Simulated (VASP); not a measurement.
A run of VASP 6.6.1 is set up as follows.

INCAR

```
SYSTEM = MgS
ALGO = Normal
EDIFF = 1E-6
ENCUT = 520
GGA = PS
ISIF = 2
ISMEAR = 0
LASPH = .TRUE.
LCHARG = .FALSE.
LREAL = .FALSE.
LWAVE = .FALSE.
NBANDS = 11
NELM = 80
PREC = Accurate
SIGMA = 0.05
```

File KPOINTS:

```
k-points
0
G
  8 8 8
  0 0 0
```

Contents of POSCAR:

```
MgS
1.0
    0.0000000000      2.3935180000      2.8097820000
    2.3935180000      0.0000000000      2.8097820000
    2.3935180000      2.3935180000      0.0000000000
Mg S
1 1
Direct
    0.0000000000      0.0000000000      0.0000000000
    0.5000000000      0.5000000000      0.5000000000
```

Potentials or basis: VASP PAW PBE potentials, release 64 (Mg, S).

Launch:

```bash
$ cat potpaw_PBE.64/Mg/POTCAR potpaw_PBE.64/S/POTCAR > POTCAR
$ mpirun -np 1 vasp_std > vasp.out
```

(1) Estimate the band gap on the k mesh.

(2) Estimate the pressure.

## Answers

(1) 2.60 eV, indirect (least direct gap 4.03 eV).

(2) 11.9 GPa.

Caveat: the cell differs from its parent crystal (strain -0.080 along x and y, +0.080 along z); the PAW data sets were made with another functional, which shifts forces and pressure a little.
